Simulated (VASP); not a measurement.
# Ti in VASP: single point with r2SCAN

Aim: the single point of Ti with r2SCAN.

Everything below comes from runs of VASP 6.6.1. Logs are shortened: lines on timing, memory, paths and dates and some standing lists are left out, and cuts for length are marked.

**1. The cell of the first run**

The cell holds a slab with vacuum, 4 atoms: a = 2.842 Å, b = 2.842 Å, c = 15.283 Å, α = 90.00°, β = 90.00°, γ = 109.47°.

**2. Single point, r2SCAN (the distance across one plane changed)**

POSCAR reads:

```
Ti
1.0
   -1.6410000000      1.6410000000     -1.6410000000
   -1.6410000000     -1.6410000000      1.6410000000
    0.0000000000     10.8066406871     10.8066406871
Ti
4
Direct
    0.0000000000      0.0000000000      0.5314787607
    0.5000000000      0.5000000000      0.0759255372
    0.0000000000      0.0000000000      0.2277766117
    0.5000000000      0.5000000000      0.3796276862
```

INCAR.step1 reads:

```
ALGO = Normal
EDIFF = 1E-4
ENCUT = 520
GGA = PE
ISMEAR = 0
KPAR = 4
LASPH = T
LCHARG = F
LREAL = F
LWAVE = T
NBANDS = 32
NELM = 60
PREC = Accurate
SIGMA = 0.15
```

INCAR.step2 reads:

```
ALGO = Normal
EDIFF = 1E-7
ENCUT = 520
ISIF = 2
ISMEAR = 0
ISTART = 1
KPAR = 4
LASPH = T
LCHARG = F
LMIXTAU = T
LREAL = F
LWAVE = F
METAGGA = R2SCAN
NBANDS = 32
NELM = 60
PREC = Accurate
SIGMA = 0.15
```

KPOINTS reads:

```
k-points
0
Gamma
  17 17 5
```

Potentials or basis: VASP PAW PBE potentials, release 64 (Ti_sv).

Run with:

```bash
$ cat potpaw_PBE.64/Ti_sv/POTCAR > POTCAR
$ cp INCAR.step1 INCAR
$ mpirun -np 4 vasp_std > vasp.out
$ cp INCAR.step2 INCAR
$ mpirun -np 4 vasp_std > vasp.out
```

OUTCAR:

```text
EDIFF = 1E-7
   ENCUT = 520
   ISIF = 2
   ISMEAR = 0
   ISTART = 1
   LASPH = T
   LREAL = F
   METAGGA = R2SCAN
   NELM = 60
   PREC = Accurate

 ion  position               nearest neighbor table
   1  0.000  0.000  0.531-   4 2.84   4 2.84
   2  0.500  0.500  0.076-   3 2.84   3 2.84
   3  0.000  0.000  0.228-   2 2.84   4 2.84   2 2.84   4 2.84
   4  0.500  0.500  0.380-   1 2.84   1 2.84   3 2.84   3 2.84

  LATTYP: Found a base centered orthorhombic cell.
 ALAT       =     3.2820000000
 B/A-ratio  =     1.4142135624
 C/A-ratio  =     4.6565806896

  Lattice vectors:

 A1 = (  -1.6410000000,   1.6410000000,  -1.6410000000)
 A2 = (  -1.6410000000,  -1.6410000000,   1.6410000000)
 A3 = (   0.0000000000,  10.8066406871,  10.8066406871)

Analysis of symmetry for initial positions (statically):
=====================================================================
 Subroutine PRICEL returns:
 Original cell was already a primitive cell.

 Routine SETGRP: Setting up the symmetry group for a
 base centered orthorhombic supercell.

 Subroutine GETGRP returns: Found  8 space group operations
 (whereof  4 operations were pure point group operations)
 out of a pool of  8 trial point group operations.

The static configuration has the point symmetry C_2v.
 The point group associated with its full space group is D_2h.

Analysis of symmetry for dynamics (positions and initial velocities):
=====================================================================
 Subroutine PRICEL returns:
 Original cell was already a primitive cell.

 Routine SETGRP: Setting up the symmetry group for a
 base centered orthorhombic supercell.

 Subroutine GETGRP returns: Found  8 space group operations
 (whereof  4 operations were pure point group operations)
 out of a pool of  8 trial point group operations.

The dynamic configuration has the point symmetry C_2v.
 The point group associated with its full space group is D_2h.

 Subroutine INISYM returns: Found  8 space group operations
 (whereof  4 operations are pure point group operations),
 and found     1 'primitive' translations

----------------------------------------------------------------------------------------

                                     Primitive cell

  volume of cell :     116.4040

  direct lattice vectors                    reciprocal lattice vectors
[... 91 lines left out ...]
   EDIFF  = 0.1E-06   stopping-criterion for ELM
   LREAL  =      F    real-space projection
   EDIFFG = 0.1E-05   stopping-criterion for IOM
   NSW    =      0    number of steps for IOM
   IBRION =     -1    ionic relax: 0-MD 1-quasi-New 2-CG
   NFREE  =      0    steps in history (QN), initial steepest desc. (CG)
   ISIF   =      2    stress and relaxation
   ISYM   =      2    0-nonsym 1-usesym 2-fastsym
   POTIM  = 0.5000    time-step for ionic-motion
   TEBEG  =    0.0;   TEEND  =   0.0 temperature during run
   PSTRESS=    0.0 pullay stress
   NELECT =      48.0000    total number of electrons
   NUPDOWN=      -1.0000    fix difference up-down
   EMIN   =  10.00;   EMAX   =-10.00  energy-range for DOS
   EFERMI =   0.00;   METHOD = LEGACY
   ISMEAR =     0;   SIGMA  =   0.15  broadening in eV -4-tet -1-fermi 0-gaus
   EFERMI_NEDOS =   21; number of points for ismear=-14 and -15
   IALGO  =     38    algorithm
   IMIX   =      4    mixing-type and parameters
     AMIX     =   0.40;   BMIX     =  1.00
     AMIX_MAG =   1.60;   BMIX_MAG =  1.00
  volume/ion in A,a.u.               =      29.10       196.38
  Fermi-wavevector in a.u.,A,eV,Ry     =   1.218520  2.302669 20.201804  1.484791
  Thomas-Fermi vector in A             =   2.353804
   LORBIT       =      0    0 simple, 1 ext, 2 COOP (PROOUT), +10 PAW based schemes
   METAGGA = R2SCAN    functional components
   LHFCALC =     F    Hartree Fock is set to
   AEXX    =    0.0000 exact exchange contribution
   IVDW    =     0    specifies the selected vdW correction
   LEPSILON=     F    determine dielectric tensor
   LRPA    =     F    only Hartree local field effects (RPA)
 non-spin polarized calculation
 Gauss-broadening in eV      SIGMA  =   0.15
  energy-cutoff  :      520.00
  volume of cell :      116.40
 maximum number of plane-waves:      3167
 NGX is ok and might be reduce to    24
   NGX = 11   NGY = 11   NGZ = 57

 number of electron      47.9999993 magnetization

 Free energy of the ion-electron system (eV)
  ---------------------------------------------------
  ext. energy  EPLUGINS =         0.00000000
  ---------------------------------------------------
  free energy    TOTEN  =       -49.35916582 eV

  energy without entropy =      -49.23362734  energy(sigma->0) =      -49.29639658

 E-fermi :   3.3536     XC(G=0):  -8.6828

 val. band max:        3.3508926051   @ k =   0.2353   0.2353   0.4000
 cond. band min:       3.3550366376   @ k =  -0.4706   0.1176   0.0000
 fundamental gap:      0.0041440324
 Fermi energy:         3.3536167599

 k-point     1 :       0.0000    0.0000    0.0000
  band No.  band energies     occupation
      1     -55.8166      2.00000
      2     -55.8158      2.00000
      3     -55.5655      2.00000
      4     -55.5027      2.00000
      5     -31.1681      2.00000
      6     -31.1176      2.00000
[... 829 lines left out ...]
     31       5.2954      0.00000
     32       5.3867      0.00000

 [... further k-points ...]

------------------------ aborting loop because EDIFF is reached ----------------------------------------

  FORCE on cell =-STRESS in cart. coord.  units (eV):
  Direction    XX          YY          ZZ          XY          YZ          ZX
  --------------------------------------------------------------------------------------
  -------------------------------------------------------------------------------------
  Total       -3.1642599     -2.9654672     -2.9654672      0.0000000      0.2561057     -0.0000000
  in kB      -43.5526781    -40.8165072    -40.8165072      0.0000000      3.5250234     -0.0000000
  external PRESSURE =     -41.7285642 kB  Pullay stress =       0.0000000 kB

 VOLUME and BASIS-vectors are now :
 -----------------------------------------------------------------------------
  energy-cutoff  :      520.00
  volume of cell :      116.40
      direct lattice vectors                 reciprocal lattice vectors
    -1.641000000  1.641000000 -1.641000000    -0.304692261  0.152346130 -0.152346130
    -1.641000000 -1.641000000  1.641000000    -0.304692261 -0.152346130  0.152346130
     0.000000000 10.806640687 10.806640687     0.000000000  0.046267847  0.046267847

 POSITION                                       TOTAL-FORCE (eV/Angst)
 -----------------------------------------------------------------------------------
      0.00000      5.74350      5.74350         0.000000     -0.368812     -0.368812
     -1.64100      0.82050      0.82050        -0.000000      0.368812      0.368812
      0.00000      2.46150      2.46150         0.000000     -0.315067     -0.315067
     -1.64100      4.10250      4.10250        -0.000000      0.315067      0.315067
 -----------------------------------------------------------------------------------
    total drift:                               -0.000000     -0.000017     -0.000017

  FREE ENERGIE OF THE ION-ELECTRON SYSTEM (eV)
  ---------------------------------------------------
  free  energy   TOTEN  =       -49.3591658226 eV

  energy  without entropy=      -49.2336273406  energy(sigma->0) =      -49.29639658
```

Run time: 22 min. Hardware: 4 MPI ranks of Oxide Virtual Turin-like, shared host; peak memory 0.72 GiB.

What came out:

* Free energy: -49.3592 eV
* Largest force: 0.522 eV/Å
* Band gap on the k mesh: zero (bands 24 and 25 overlap by 0.88 eV)

Forces in eV/Å, atoms in the order of the input:
```
Ti   0.000 -0.369 -0.369
Ti   0.000  0.369  0.369
Ti   0.000 -0.315 -0.315
Ti   0.000  0.315  0.315
```

Caveat: the cell differs from its parent crystal (the distance across one plane changed); there is no dipole correction, which matters where the two faces differ; the PAW data sets were made with another functional, which shifts forces and pressure a little.
